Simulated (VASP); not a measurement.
CsSnI3: single point with HSE06

The system is CsSnI3.

```
CELL_PARAMETERS angstrom
6.30391 0.00000 0.00000
0.00000 6.30391 0.00000
0.00000 0.00000 6.22723
ATOMIC_POSITIONS crystal
Cs 0.00000 0.00000 0.00000
Sn 0.50000 0.50000 0.50000
I 0.50000 0.50000 0.00000
I 0.50000 0.00000 0.50000
I 0.00000 0.50000 0.50000
```

This cell differs from its parent crystal: epitaxial xy strain +1.0%.

| Property | Result |
| --- | --- |
| Program | VASP 6.6.1 |
| Task | single point |
| Functional | HSE06 |
| Potentials or basis | VASP PAW PBE potentials, release 64 (Cs_sv, Sn_d, I) |
| Cutoff | 520 eV |
| k mesh | 2 × 2 × 2 |
| Occupations | gaussian, width 0.01 eV |
| Spin | no spin polarisation |
| Dipole correction | no |
| Grid for exact exchange (PRECFOCK) | Fast |
| Further INCAR settings | ALGO = Normal; EDIFF = 1e-06; NBANDS = 30 |
| Share of exact exchange | 0.25 |
| Screening parameter | 0.2079 1/Å |

| Quantity | Value |
| --- | --- |
| Pressure | 1.0 GPa |
| Band gap on the k mesh | 0.90 eV |

Stress tensor (GPa, compression positive):
```
0.85 0.00 0.00
0.00 0.85 0.00
0.00 0.00 1.33
```

Levels at points of the mesh, in eV from the valence-band top:
| k point | band 19 | band 20 | band 21 | band 22 | band 23 | band 24 | band 25 | band 26 |
| --- | --- | --- | --- | --- | --- | --- | --- | --- |
| (0.00, 0.00, 0.00) | -2.39 | -2.24 | -2.23 | -2.23 | 3.02 | 4.01 | 4.04 | 4.31 |
| (0.50, 0.00, 0.00) | -2.54 | -2.35 | -2.35 | -1.65 | 1.70 | 4.55 | 4.75 | 4.99 |
| (0.50, 0.50, 0.00) | -2.69 | -2.61 | -1.82 | -0.85 | 1.38 | 1.38 | 4.86 | 5.11 |
| (0.00, 0.00, 0.50) | -2.55 | -2.35 | -2.35 | -1.57 | 1.72 | 4.61 | 4.76 | 4.96 |
| (0.50, 0.00, 0.50) | -2.70 | -2.62 | -1.80 | -0.77 | 1.34 | 1.40 | 4.62 | 5.11 |
| (0.50, 0.50, 0.50) | -1.80 | -1.78 | -1.78 | 0.00 | 0.90 | 0.90 | 0.98 | 3.86 |

Run time: 6.6 min on 1 thread of Intel(R) Xeon(R) Platinum 8259CL CPU @ 2.50GHz (Skylake/Cascade Lake), on a shared host, peak memory 0.47 GiB.

Caveat: the k points lie up to 0.50 Å⁻¹ apart; the cell differs from its parent crystal (epitaxial xy strain +1.0%); the PAW data sets were made with another functional, which shifts forces and pressure a little; spin-orbit coupling is left out, which moves the levels of the heavy elements. A k mesh can miss the band edges.
